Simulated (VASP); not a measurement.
# KI (Fm-3m) in VASP: density of states with PBE

Aim: the density of states of KI with PBE.

All numbers are computed with VASP 6.6.1; they aren't measurements. Logs are shortened: lines on timing, memory, paths and dates and some standing lists are left out, and cuts for length are marked.

### Step 1. The cell of the first run

It takes space group Fm-3m (No. 225, cubic). Conventional cell: a = 7.085 Å, b = 7.085 Å, c = 7.085 Å, α = 90.00°, β = 90.00°, γ = 90.00°. K (site symmetry m-3m) has 6 I at 3.54 Å within 4.7 Å. Within 4.7 Å of I (site symmetry m-3m) lie 6 K at 3.54 Å.

### Step 2. Density of states, PBE

POSCAR reads:

```
KI
1.0
    0.0000000000      3.5424356157      3.5424356157
    3.5424356157      0.0000000000      3.5424356157
    3.5424356157      3.5424356157      0.0000000000
K I
1 1
Direct
    0.0000000000      0.0000000000      0.0000000000
    0.5000000000      0.5000000000      0.5000000000
```

INCAR.step1 reads:

```
SYSTEM = KI
ALGO = Normal ; EDIFF = 1E-7
ENCUT = 520 ; GGA = PE
ISIF = 2 ; ISMEAR = 1
ISYM = 0 ; LASPH = .True.
LCHARG = .True. ; LREAL = .False.
LWAVE = .False. ; NBANDS = 15
NELM = 100 ; PREC = Accurate
SIGMA = 0.048
```

KPOINTS.step1 reads:

```
k-points
0
Gamma
  2 3 1
  0 0 0
```

INCAR.step2 reads:

```
SYSTEM = KI
ALGO = Normal ; EDIFF = 1E-7
ENCUT = 520 ; GGA = PE
ICHARG = 11 ; ISIF = 2
ISMEAR = 0 ; ISYM = 0
LASPH = .True. ; LCHARG = .False.
LORBIT = 11 ; LREAL = .False.
LWAVE = .False. ; NEDOS = 1001
NELM = 100 ; PREC = Accurate
SIGMA = 0.048
```

KPOINTS.step2 reads:

```
k-points
0
Gamma
  3 5 1
  0 0 0
```

Potentials or basis: VASP PAW PBE potentials, release 64 (K_sv, I).

Command:

```console
cat potpaw_PBE.64/K_sv/POTCAR potpaw_PBE.64/I/POTCAR > POTCAR
cp INCAR.step1 INCAR
cp KPOINTS.step1 KPOINTS
mpirun -np 1 vasp_std > vasp.out
cp INCAR.step2 INCAR
cp KPOINTS.step2 KPOINTS
mpirun -np 1 vasp_std > vasp.out
```

OUTCAR:

```text
SYSTEM = KI
   EDIFF = 1E-7
   ENCUT = 520
   GGA = PE
   ICHARG = 11
   ISIF = 2
   ISMEAR = 0
   ISYM = 0
   LASPH = .True.
   LORBIT = 11
   LREAL = .False.
   NELM = 100
   PREC = Accurate

 ion  position               nearest neighbor table
   1  0.000  0.000  0.000-   2 3.54   2 3.54   2 3.54   2 3.54   2 3.54   2 3.54
   2  0.500  0.500  0.500-   1 3.54   1 3.54   1 3.54   1 3.54   1 3.54   1 3.54

IMPORTANT INFORMATION: All symmetrisations will be switched off!
NOSYMM: (Re-)initialisation of all symmetry stuff for point group C_1.

----------------------------------------------------------------------------------------

                                     Primitive cell

  volume of cell :      88.9070

  direct lattice vectors                    reciprocal lattice vectors
     0.000000000  3.542435616  3.542435616    -0.141145826  0.141145826  0.141145826
     3.542435616  0.000000000  3.542435616     0.141145826 -0.141145826  0.141145826
     3.542435616  3.542435616  0.000000000     0.141145826  0.141145826 -0.141145826

  length of vectors
     5.009760492  5.009760492  5.009760492     0.244471741  0.244471741  0.244471741

  position of ions in fractional coordinates (direct lattice)
     0.000000000  0.000000000  0.000000000
     0.500000000  0.500000000  0.500000000

  ion indices of the primitive-cell ions
   primitive index   ion index
                 1           1
                 2           2

----------------------------------------------------------------------------------------

 KPOINTS: k-points

Automatic generation of k-mesh.
 Grid dimensions read from file:
 generate k-points for:    3    5    1

 Generating k-lattice:

  Cartesian coordinates                     Fractional coordinates (reciprocal lattice)
    -0.047048609  0.047048609  0.047048609     0.333333333  0.000000000  0.000000000
     0.028229165 -0.028229165  0.028229165     0.000000000  0.200000000  0.000000000
     0.141145826  0.141145826 -0.141145826     0.000000000  0.000000000  1.000000000

  Length of vectors
     0.081490580  0.048894348  0.244471741

  Shift w.r.t. Gamma in fractional coordinates (k-lattice)
     0.000000000  0.000000000  0.000000000

 -----------------------------------------------------------------------------
|                                                                             |
|           W    W    AA    RRRRR   N    N  II  N    N   GGGG   !!!           |
|           W    W   A  A   R    R  NN   N  II  NN   N  G    G  !!!           |
|           W    W  A    A  R    R  N N  N  II  N N  N  G       !!!           |
|           W WW W  AAAAAA  RRRRR   N  N N  II  N  N N  G  GGG   !            |
|           WW  WW  A    A  R   R   N   NN  II  N   NN  G    G                |
|           W    W  A    A  R    R  N    N  II  N    N   GGGG   !!!           |
|                                                                             |
|     Your reciprocal lattice and k-lattice belong to different lattice       |
|     classes:                                                                |
|                                                                             |
|        The reciprocal lattice is body-centered cubic,                       |
|        whereas your k-lattice is base-centered monoclinic.                  |
|                                                                             |
|     Results are often still useful ...                                      |
|                                                                             |
 -----------------------------------------------------------------------------

 WARNING: IBZKPT: internal override: KBLOWUP is changed to .FALSE.
      ... skipping the blow-up phase ...

 Subroutine IBZKPT returns following result:
 ===========================================

 Found      8 irreducible k-points:

 Following reciprocal coordinates:
            Coordinates               Weight
  0.000000  0.000000  0.000000      1.000000
  0.333333  0.000000  0.000000      2.000000
  0.000000  0.200000  0.000000      2.000000
  0.333333  0.200000  0.000000      2.000000
 -0.333333  0.200000  0.000000      2.000000
  0.000000  0.400000  0.000000      2.000000
  0.333333  0.400000  0.000000      2.000000
 -0.333333  0.400000  0.000000      2.000000
   k-points           NKPTS =      8   k-points in BZ     NKDIM =      8   number of bands    NBANDS=     12
   number of dos      NEDOS =   1001   number of ions     NIONS =      2
   total plane-waves  NPLWV =  64000
   dimension x,y,z NGX =    40 NGY =   40 NGZ =   40
   dimension x,y,z NGXF=    80 NGYF=   80 NGZF=   80
   ions per type =               1   1
   NGX,Y,Z   is equivalent  to a cutoff of  13.27, 13.27, 13.27 a.u.
   NGXF,Y,Z  is equivalent  to a cutoff of  26.55, 26.55, 26.55 a.u.
 SYSTEM =  KI
   PREC   = accura    normal or accurate (medium, high low for compatibility)
   ISTART =      0    job   : 0-new  1-cont  2-samecut
   ICHARG =     11    charge: 1-file 2-atom 10-const
   ISPIN  =      1    spin polarized calculation?
   LNONCOLLINEAR =      F non collinear calculations
   LSORBIT =      F    spin-orbit coupling
   LASPH  =      T    aspherical Exc in radial PAW
   ENCUT  =  520.0 eV  38.22 Ry    6.18 a.u.   9.31  9.31  9.31*2*pi/ulx,y,z
   NELM   =    100;   NELMIN=  2; NELMDL=  0     # of ELM steps
   EDIFF  = 0.1E-06   stopping-criterion for ELM
   LREAL  =      F    real-space projection
   EDIFFG = 0.1E-05   stopping-criterion for IOM
   NSW    =      0    number of steps for IOM
   IBRION =     -1    ionic relax: 0-MD 1-quasi-New 2-CG
   NFREE  =      0    steps in history (QN), initial steepest desc. (CG)
   ISIF   =      2    stress and relaxation
   ISYM   =      0    0-nonsym 1-usesym 2-fastsym
   POTIM  = 0.5000    time-step for ionic-motion
   TEBEG  =    0.0;   TEEND  =   0.0 temperature during run
   PSTRESS=    0.0 pullay stress
   NELECT =      16.0000    total number of electrons
   NUPDOWN=      -1.0000    fix difference up-down
   EMIN   =  10.00;   EMAX   =-10.00  energy-range for DOS
   EFERMI =   0.00;   METHOD = LEGACY
   ISMEAR =     0;   SIGMA  =   0.05  broadening in eV -4-tet -1-fermi 0-gaus
   EFERMI_NEDOS =   21; number of points for ismear=-14 and -15
   IALGO  =     38    algorithm
   IMIX   =      4    mixing-type and parameters
     AMIX     =   0.40;   BMIX     =  1.00
     AMIX_MAG =   1.60;   BMIX_MAG =  1.00
  volume/ion in A,a.u.               =      44.45       299.99
  Fermi-wavevector in a.u.,A,eV,Ry     =   0.924279  1.746633 11.623332  0.854291
  Thomas-Fermi vector in A             =   2.050007
   LORBIT       =     11    0 simple, 1 ext, 2 COOP (PROOUT), +10 PAW based schemes
   GGA     = PE    functional components
   LHFCALC =     F    Hartree Fock is set to
   AEXX    =    0.0000 exact exchange contribution
   IVDW    =     0    specifies the selected vdW correction
   LEPSILON=     F    determine dielectric tensor
   LRPA    =     F    only Hartree local field effects (RPA)
 non-spin polarized calculation
 Gauss-broadening in eV      SIGMA  =   0.05
  energy-cutoff  :      520.00
  volume of cell :       88.91
 maximum number of plane-waves:      2421
 NGX is ok and might be reduce to    40

 number of electron      15.9999999 magnetization

 Free energy of the ion-electron system (eV)
  ---------------------------------------------------
  ext. energy  EPLUGINS =         0.00000000
  ---------------------------------------------------
  free energy    TOTEN  =        -5.14231853 eV

  energy without entropy =       -5.14231853  energy(sigma->0) =       -5.14231853

 E-fermi :  -0.0634     XC(G=0):  -7.0885

 val. band max:       -0.3099722634   @ k =   0.0000   0.0000   0.0000
 cond. band min:       3.5555570735   @ k =   0.0000   0.0000   0.0000
 fundamental gap:      3.8655293370
 Fermi energy:        -0.0634390735

 k-point     1 :       0.0000    0.0000    0.0000
  band No.  band energies     occupation
      1     -29.0317      2.00000
      2     -12.5371      2.00000
      3     -12.5076      2.00000
      4     -12.4996      2.00000
      5     -10.7652      2.00000
      6      -0.3201      2.00000
      7      -0.3124      2.00000
      8      -0.3100      2.00000
      9       3.5556      0.00000
     10       6.0553      0.00000
     11       6.0594      0.00000
     12       6.1126      0.00000

 k-point     2 :       0.3333    0.0000    0.0000
  band No.  band energies     occupation
      1     -29.0302      2.00000
      2     -12.6222      2.00000
      3     -12.5198      2.00000
      4     -12.5014      2.00000
      5     -10.5715      2.00000
      6      -1.3814      2.00000
      7      -0.5768      2.00000
      8      -0.5706      2.00000
      9       4.9641      0.00000
     10       6.6075      0.00000
     11       7.0455      0.00000
     12       7.0928      0.00000

 k-point     3 :       0.0000    0.2000    0.0000
  band No.  band energies     occupation
      1     -29.0310      2.00000
      2     -12.5781      2.00000
      3     -12.5133      2.00000
      4     -12.5004      2.00000
      5     -10.6748      2.00000
      6      -0.8793      2.00000
      7      -0.4420      2.00000
      8      -0.4354      2.00000
      9       4.3943      0.00000
     10       6.0290      0.00000
     11       6.4654      0.00000
     12       6.5050      0.00000
[... 46 lines left out ...]
 k-point     7 :       0.3333    0.4000    0.0000
  band No.  band energies     occupation
      1     -29.0295      2.00000
      2     -12.5682      2.00000
      3     -12.5442      2.00000
      4     -12.5137      2.00000
      5     -10.6111      2.00000
      6      -1.3040      2.00000
      7      -0.6637      2.00000
      8      -0.6364      2.00000
      9       4.8034      0.00000
     10       5.4307      0.00000
     11       7.4758      0.00000
     12       7.5361      0.00000

 k-point     8 :      -0.3333    0.4000    0.0000
  band No.  band energies     occupation
      1     -29.0292      2.00000
      2     -12.5957      2.00000
      3     -12.5406      2.00000
      4     -12.5106      2.00000
      5     -10.5684      2.00000
      6      -1.2185      2.00000
      7      -1.0599      2.00000
      8      -0.6953      2.00000
      9       5.3447      0.00000
     10       6.3075      0.00000
     11       7.0520      0.00000
     12       7.8744      0.00000

------------------------ aborting loop because EDIFF is reached ----------------------------------------

  FORCE on cell =-STRESS in cart. coord.  units (eV):
  Direction    XX          YY          ZZ          XY          YZ          ZX
  --------------------------------------------------------------------------------------
  -------------------------------------------------------------------------------------
  Total        0.9847506      0.9847492      0.1732188      1.4744767      0.0279906     -0.0279971
  in kB       17.7460185     17.7459931      3.1215459     26.5712885      0.5044135     -0.5045301
  external PRESSURE =      12.8711858 kB  Pullay stress =       0.0000000 kB

 VOLUME and BASIS-vectors are now :
 -----------------------------------------------------------------------------
  energy-cutoff  :      520.00
  volume of cell :       88.91
      direct lattice vectors                 reciprocal lattice vectors
     0.000000000  3.542435616  3.542435616    -0.141145826  0.141145826  0.141145826
     3.542435616  0.000000000  3.542435616     0.141145826 -0.141145826  0.141145826
     3.542435616  3.542435616  0.000000000     0.141145826  0.141145826 -0.141145826

 POSITION                                       TOTAL-FORCE (eV/Angst)
 -----------------------------------------------------------------------------------
      0.00000      0.00000      0.00000         0.000000     -0.000004      0.000004
      3.54244      3.54244      3.54244        -0.000000      0.000004     -0.000004
 -----------------------------------------------------------------------------------
    total drift:                               -0.000001     -0.000006     -0.000009

  FREE ENERGIE OF THE ION-ELECTRON SYSTEM (eV)
  ---------------------------------------------------
  free  energy   TOTEN  =        -5.1423185294 eV

  energy  without entropy=       -5.1423185294  energy(sigma->0) =       -5.14231853

 total charge

# of ion       s       p       d       tot
------------------------------------------
    1        1.958   5.572   0.024   7.555
    2        1.484   2.884   0.001   4.368
--------------------------------------------------
tot          3.442   8.456   0.025  11.923
```

It took 13 s on 1 thread of AMD EPYC 9R45 (Zen 5), shared host; peak memory 0.2 GiB.

Results:

* Valence electrons inside the program's atomic spheres: K 7.55; I 4.37

Caveat: the k points lie up to 1.54 Å⁻¹ apart; spin-orbit coupling is left out, which moves the levels of the heavy elements.
